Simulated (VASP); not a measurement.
CuAu:

```
CELL_PARAMETERS angstrom
1.44306 0.83315 4.25617
-1.44306 0.83315 4.25617
0.00000 -1.66630 4.25617
ATOMIC_POSITIONS crystal
Au 0.99828 0.01213 0.98768
Cu 0.50074 0.50143 0.49993
```

This cell differs from its parent crystal: atoms moved at random.

Base run:

| Quantity | Value |
| --- | --- |
| Program | VASP 6.6.1 |
| Functional | PBE |
| Potentials or basis | VASP PAW PBE potentials, release 64 (Au, Cu) |
| Cutoff | 520 eV |
| k mesh | 11 × 11 × 11 |
| Occupations | fermi-dirac, width 0.05 eV |
| Spin | no spin polarisation |

Its results: band gap on the k mesh zero (band 11 reaches 10.10 eV, above the bottom of band 12 at 5.92 eV); pressure -0.3 GPa; largest force 0.139 eV/Å.

Q: The run is repeated on the same cell with these changes: further incar settings from ALGO = Fast; EDIFF = 1e-07; NBANDS = 18 to ALGO = Fast; EDIFF = 1e-06; NBANDS = 18. What comes out?

A: Band gap on the k mesh zero (band 11 reaches 10.10 eV, above the bottom of band 12 at 5.92 eV); pressure -1.1 GPa; largest force 0.139 eV/Å.

Caveats: spin-orbit coupling is left out, which moves the levels of the heavy elements.
